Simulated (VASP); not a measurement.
Input of a VASP 6.6.1 run:

The input INCAR:

```
SYSTEM = ZnS
PREC = Accurate
ENCUT = 500
EDIFF = 1E-6
ISMEAR = 0
SIGMA = 0.01
LREAL = .FALSE.
LASPH = .TRUE.
NELM = 120
ALGO = Normal
ISIF = 2
LWAVE = .FALSE.
LCHARG = .FALSE.
GGA = PE
NBANDS = 16
GGA_COMPAT = .FALSE.
```

File KPOINTS:

```
Automatic mesh
0
G
  3 3 3
  0 0 0
```

The input POSCAR:

```
ZnS
1.0
    0.0000000000      2.7050000000      2.7050000000
    2.7050000000      0.0000000000      2.7050000000
    2.7050000000      2.7050000000      0.0000000000
Zn S
1 1
Direct
    0.0000000000      0.0000000000      0.0000000000
    0.2179124700      0.2819388400      0.2684477600
```

Potentials or basis: VASP PAW PBE potentials, release 64 (Zn, S).

Run with:

```bash
$ cat potpaw_PBE.64/Zn/POTCAR potpaw_PBE.64/S/POTCAR > POTCAR
$ mpirun -np 1 vasp_std > vasp.out
```

(1) Predict the band gap on the k mesh.

(2) What does it give for the largest force?

(3) What does it give for the pressure?

Answers

(1) 1.99 eV, direct.

(2) 0.822 eV/Å.

(3) 3.4 GPa.

Caveat: the k points lie up to 0.67 Å⁻¹ apart.
